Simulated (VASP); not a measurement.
# AlN (P6_3/mmc) in VASP: further runs

Runs on AlN. Level: r2SCAN. Tasks: single point.

All numbers are computed with VASP 6.6.1; they aren't measurements. Logs are shortened: lines on timing, memory, paths and dates and some standing lists are left out, and cuts for length are marked.

## Step 1: The cell of the first run

The structure is hexagonal, space group P6_3/mmc (No. 194). Conventional cell: a = 3.356 Å, b = 3.356 Å, c = 4.243 Å, α = 90.00°, β = 90.00°, γ = 120.00°. Within 2.6 Å of Al (site symmetry -6m2) lie 5 N at 1.94 to 2.12 Å. N (site symmetry -6m2) has 5 Al at 1.94 to 2.12 Å within 2.6 Å.

## Step 2: Single point, r2SCAN

Input file POSCAR:

```
AlN
1.0
    3.3557012103      0.0000000000      0.0000000000
   -1.6778506052      2.9061224957      0.0000000000
    0.0000000000      0.0000000000      4.2426688325
Al N
2 2
Direct
    0.6666666667      0.3333333333      0.2500000000
    0.3333333333      0.6666666667      0.7500000000
    0.6666666667      0.3333333333      0.7500000000
    0.3333333333      0.6666666667      0.2500000000
```

Input file INCAR.step1:

```
SYSTEM = AlN
ALGO = Normal
EDIFF = 1E-4
ENCUT = 520
GGA = PE
ISMEAR = -1
LASPH = .True.
LCHARG = .False.
LREAL = .False.
LWAVE = .True.
NBANDS = 16
NELM = 60
PREC = Accurate
SIGMA = 0.05
```

Input file INCAR.step2:

```
SYSTEM = AlN
ALGO = Normal
EDIFF = 1E-6
ENCUT = 520
ISIF = 2
ISMEAR = -1
ISTART = 1
LASPH = .True.
LCHARG = .False.
LMIXTAU = .True.
LREAL = .False.
LWAVE = .False.
METAGGA = R2SCAN
NBANDS = 16
NELM = 60
PREC = Accurate
SIGMA = 0.05
```

Input file KPOINTS:

```
k-points
0
Gamma
  9 9 7
  0 0 0
```

Potentials or basis: VASP PAW PBE potentials, release 64 (Al, N).

Run with:

```bash
cat potpaw_PBE.64/Al/POTCAR potpaw_PBE.64/N/POTCAR > POTCAR
cp INCAR.step1 INCAR
mpirun -np 1 vasp_std > vasp.out
cp INCAR.step2 INCAR
mpirun -np 1 vasp_std > vasp.out
```

OUTCAR:

```text
SYSTEM = AlN
   EDIFF = 1E-6
   ENCUT = 520
   ISIF = 2
   ISMEAR = -1
   ISTART = 1
   LASPH = .True.
   LREAL = .False.
   METAGGA = R2SCAN
   NELM = 60
   PREC = Accurate

 ion  position               nearest neighbor table
   1  0.667  0.333  0.250-   4 1.94   4 1.94   4 1.94   3 2.12   3 2.12   2 2.87   2 2.87   2 2.87
                             2 2.87   2 2.87   2 2.87
   2  0.333  0.667  0.750-   3 1.94   3 1.94   3 1.94   4 2.12   4 2.12   1 2.87   1 2.87   1 2.87
                             1 2.87   1 2.87   1 2.87
   3  0.667  0.333  0.750-   2 1.94   2 1.94   2 1.94   1 2.12   1 2.12
   4  0.333  0.667  0.250-   1 1.94   1 1.94   1 1.94   2 2.12   2 2.12

  LATTYP: Found a hexagonal cell.
 ALAT       =     3.3557012103
 C/A-ratio  =     1.2643166261

  Lattice vectors:

 A1 = (   3.3557012103,   0.0000000000,   0.0000000000)
 A2 = (  -1.6778506052,   2.9061224957,   0.0000000000)
 A3 = (   0.0000000000,   0.0000000000,   4.2426688325)

Analysis of symmetry for initial positions (statically):
=====================================================================
 Subroutine PRICEL returns:
 Original cell was already a primitive cell.

 Routine SETGRP: Setting up the symmetry group for a
 hexagonal supercell.

 Subroutine GETGRP returns: Found 24 space group operations
 (whereof 12 operations were pure point group operations)
 out of a pool of 24 trial point group operations.

The static configuration has the point symmetry D_3d.
 The point group associated with its full space group is D_6h.

Analysis of symmetry for dynamics (positions and initial velocities):
=====================================================================
 Subroutine PRICEL returns:
 Original cell was already a primitive cell.

 Routine SETGRP: Setting up the symmetry group for a
 hexagonal supercell.

 Subroutine GETGRP returns: Found 24 space group operations
 (whereof 12 operations were pure point group operations)
 out of a pool of 24 trial point group operations.

The dynamic configuration has the point symmetry D_3d.
 The point group associated with its full space group is D_6h.

 Subroutine INISYM returns: Found 24 space group operations
 (whereof 12 operations are pure point group operations),
 and found     1 'primitive' translations

----------------------------------------------------------------------------------------

                                     Primitive cell

  volume of cell :      41.3748

  direct lattice vectors                    reciprocal lattice vectors
     3.355701210  0.000000000  0.000000000     0.298000310  0.172050559  0.000000000
    -1.677850605  2.906122496  0.000000000     0.000000000  0.344101118  0.000000000
     0.000000000  0.000000000  4.242668832     0.000000000  0.000000000  0.235700697

  length of vectors
     3.355701210  3.355701210  4.242668832     0.344101118  0.344101118  0.235700697

  position of ions in fractional coordinates (direct lattice)
     0.666666667  0.333333333  0.250000000
     0.333333333  0.666666667  0.750000000
     0.666666667  0.333333333  0.750000000
     0.333333333  0.666666667  0.250000000

  ion indices of the primitive-cell ions
   primitive index   ion index
                 1           1
                 2           2
                 3           3
                 4           4

----------------------------------------------------------------------------------------

 KPOINTS: k-points

Automatic generation of k-mesh.
 Grid dimensions read from file:
 generate k-points for:    9    9    7

 Generating k-lattice:

  Cartesian coordinates                     Fractional coordinates (reciprocal lattice)
     0.033111146  0.019116729  0.000000000     0.111111111  0.000000000  0.000000000
     0.000000000  0.038233458  0.000000000     0.000000000  0.111111111  0.000000000
     0.000000000  0.000000000  0.033671528     0.000000000  0.000000000  0.142857143

  Length of vectors
     0.038233458  0.038233458  0.033671528

  Shift w.r.t. Gamma in fractional coordinates (k-lattice)
     0.000000000  0.000000000  0.000000000

 Subroutine IBZKPT returns following result:
 ===========================================

 Found     48 irreducible k-points:

 Following reciprocal coordinates:
            Coordinates               Weight
  0.000000  0.000000  0.000000      1.000000
  0.111111 -0.000000  0.000000      6.000000
  0.222222 -0.000000  0.000000      6.000000
  0.333333 -0.000000  0.000000      6.000000
  0.444444 -0.000000  0.000000      6.000000
  0.111111  0.111111  0.000000      6.000000
[... 16 lines left out ...]
  0.333333  0.222222  0.142857     24.000000
  0.333333  0.333333  0.142857      4.000000
 [... further k-points ...]
   k-points           NKPTS =     48   k-points in BZ     NKDIM =     48   number of bands    NBANDS=     16
   number of dos      NEDOS =    301   number of ions     NIONS =      4
   total plane-waves  NPLWV =  25088
   dimension x,y,z NGX =    28 NGY =   28 NGZ =   32
   dimension x,y,z NGXF=    56 NGYF=   56 NGZF=   64
   ions per type =               2   2
   NGX,Y,Z   is equivalent  to a cutoff of  13.87, 13.87, 12.54 a.u.
   NGXF,Y,Z  is equivalent  to a cutoff of  27.74, 27.74, 25.08 a.u.
 SYSTEM =  AlN
   PREC   = accura    normal or accurate (medium, high low for compatibility)
   ISTART =      1    job   : 0-new  1-cont  2-samecut
   ICHARG =      0    charge: 1-file 2-atom 10-const
   ISPIN  =      1    spin polarized calculation?
   LNONCOLLINEAR =      F non collinear calculations
   LSORBIT =      F    spin-orbit coupling
   LASPH  =      T    aspherical Exc in radial PAW
   ENCUT  =  520.0 eV  38.22 Ry    6.18 a.u.   6.24  6.24  7.89*2*pi/ulx,y,z
   NELM   =     60;   NELMIN=  2; NELMDL=  0     # of ELM steps
   EDIFF  = 0.1E-05   stopping-criterion for ELM
   LREAL  =      F    real-space projection
   EDIFFG = 0.1E-04   stopping-criterion for IOM
   NSW    =      0    number of steps for IOM
   IBRION =     -1    ionic relax: 0-MD 1-quasi-New 2-CG
   NFREE  =      0    steps in history (QN), initial steepest desc. (CG)
   ISIF   =      2    stress and relaxation
   ISYM   =      2    0-nonsym 1-usesym 2-fastsym
   POTIM  = 0.5000    time-step for ionic-motion
   TEBEG  =    0.0;   TEEND  =   0.0 temperature during run
   PSTRESS=    0.0 pullay stress
   NELECT =      16.0000    total number of electrons
   NUPDOWN=      -1.0000    fix difference up-down
   EMIN   =  10.00;   EMAX   =-10.00  energy-range for DOS
   EFERMI =   0.00;   METHOD = LEGACY
   ISMEAR =    -1;   SIGMA  =   0.05  broadening in eV -4-tet -1-fermi 0-gaus
   EFERMI_NEDOS =   21; number of points for ismear=-14 and -15
   IALGO  =     38    algorithm
   IMIX   =      4    mixing-type and parameters
     AMIX     =   0.40;   BMIX     =  1.00
     AMIX_MAG =   1.60;   BMIX_MAG =  1.00
  volume/ion in A,a.u.               =      10.34        69.80
  Fermi-wavevector in a.u.,A,eV,Ry     =   1.192713  2.253901 19.355171  1.422565
  Thomas-Fermi vector in A             =   2.328745
   LORBIT       =      0    0 simple, 1 ext, 2 COOP (PROOUT), +10 PAW based schemes
   METAGGA = R2SCAN    functional components
   LHFCALC =     F    Hartree Fock is set to
   AEXX    =    0.0000 exact exchange contribution
   IVDW    =     0    specifies the selected vdW correction
   LEPSILON=     F    determine dielectric tensor
   LRPA    =     F    only Hartree local field effects (RPA)
 non-spin polarized calculation
  energy-cutoff  :      520.00
  volume of cell :       41.37
 maximum number of plane-waves:      1132
 NGX is ok and might be reduce to    28
   NGX = 13   NGY = 13   NGZ = 15

 number of electron      15.9999998 magnetization

 Free energy of the ion-electron system (eV)
  ---------------------------------------------------
  ext. energy  EPLUGINS =         0.00000000
  ---------------------------------------------------
  free energy    TOTEN  =       -37.90077564 eV

  energy without entropy =      -37.90077564  energy(sigma->0) =      -37.90077564

 E-fermi :   8.2057     XC(G=0): -11.5168

 val. band max:        7.3334373536   @ k =   0.0000   0.0000   0.0000
 cond. band min:      10.8808484855   @ k =   0.0000   0.0000   0.0000
 fundamental gap:      3.5474111319
 Fermi energy:         8.2057335483

 k-point     1 :       0.0000    0.0000    0.0000
  band No.  band energies     occupation
      1     -10.0139      2.00000
      2      -6.5883      2.00000
      3       0.5141      2.00000
      4       4.0346      2.00000
      5       4.0346      2.00000
      6       5.7047      2.00000
[... 8 lines left out ...]
     15      19.7971      0.00000
     16      19.8766      0.00000

 k-point     2 :       0.1111   -0.0000    0.0000
  band No.  band energies     occupation
      1      -9.8793      2.00000
      2      -6.5881      2.00000
      3       0.6651      2.00000
      4       3.5551      2.00000
      5       3.8414      2.00000
      6       5.2152      2.00000
[... 8 lines left out ...]
     15      19.3010      0.00000
     16      19.4865      0.00000

 k-point     3 :       0.2222   -0.0000    0.0000
  band No.  band energies     occupation
      1      -9.4954      2.00000
      2      -6.6266      2.00000
      3       1.1045      2.00000
      4       2.5065      2.00000
      5       3.4435      2.00000
      6       4.3122      2.00000
[... 8 lines left out ...]
     15      18.3361      0.00000
     16      20.3653      0.00000
[... 362 lines left out ...]
 k-point    23 :       0.3333    0.2222    0.1429
  band No.  band energies     occupation
      1      -8.0219      2.00000
      2      -7.2554      2.00000
      3       0.8906      2.00000
      4       1.7085      2.00000
      5       2.4687      2.00000
      6       3.9104      2.00000
[... 8 lines left out ...]
     15      19.6867      0.00000
     16      21.2206      0.00000

 k-point    24 :       0.3333    0.3333    0.1429
  band No.  band energies     occupation
      1      -7.5931      2.00000
      2      -7.5931      2.00000
      3       0.8611      2.00000
      4       1.9608      2.00000
      5       1.9608      2.00000
      6       4.4541      2.00000
[... 8 lines left out ...]
     15      19.1440      0.00000
     16      20.8751      0.00000

 [... further k-points ...]

------------------------ aborting loop because EDIFF is reached ----------------------------------------

  FORCE on cell =-STRESS in cart. coord.  units (eV):
  Direction    XX          YY          ZZ          XY          YZ          ZX
  --------------------------------------------------------------------------------------
  -------------------------------------------------------------------------------------
  Total       -3.4699886     -3.4699886     -3.1829084      0.0000000      0.0000000      0.0000000
  in kB     -134.3699934   -134.3699934   -123.2532518      0.0000000      0.0000000      0.0000000
  external PRESSURE =    -130.6644128 kB  Pullay stress =       0.0000000 kB

 VOLUME and BASIS-vectors are now :
 -----------------------------------------------------------------------------
  energy-cutoff  :      520.00
  volume of cell :       41.37
      direct lattice vectors                 reciprocal lattice vectors
     3.355701210  0.000000000  0.000000000     0.298000310  0.172050559  0.000000000
    -1.677850605  2.906122496  0.000000000     0.000000000  0.344101118  0.000000000
     0.000000000  0.000000000  4.242668832     0.000000000  0.000000000  0.235700697

 POSITION                                       TOTAL-FORCE (eV/Angst)
 -----------------------------------------------------------------------------------
      1.67785      0.96871      1.06067         0.000000     -0.000000      0.000000
     -0.00000      1.93741      3.18200        -0.000000      0.000000      0.000000
      1.67785      0.96871      3.18200        -0.000000     -0.000000      0.000000
     -0.00000      1.93741      1.06067        -0.000000      0.000000      0.000000
 -----------------------------------------------------------------------------------
    total drift:                               -0.000000      0.000000     -0.000000

  FREE ENERGIE OF THE ION-ELECTRON SYSTEM (eV)
  ---------------------------------------------------
  free  energy   TOTEN  =       -37.9007756404 eV

  energy  without entropy=      -37.9007756403  energy(sigma->0) =      -37.90077564
```

Wall time 72 s (1 thread of Intel Xeon Platinum 8375C at 2.90GHz (Ice Lake), shared host); peak memory 0.18 GiB.

Results:

```
Free energy            : -37.9008 eV
Pressure               : -13.1 GPa
Band gap on the k mesh : 3.55 eV, direct
```

Levels at points of the mesh, in eV from the valence-band top:
| k point | band 5 | band 6 | band 7 | band 8 | band 9 | band 10 | band 11 | band 12 |
| --- | --- | --- | --- | --- | --- | --- | --- | --- |
| (0.00, 0.00, 0.00) | -3.30 | -1.63 | -1.63 | 0.00 | 3.55 | 4.86 | 8.81 | 8.81 |

Caveat: the PAW data sets were made with another functional, which shifts forces and pressure a little. r2SCAN opens gaps a little over a GGA but as a rule still falls short of measured ones.

[end of part 1 of 2]
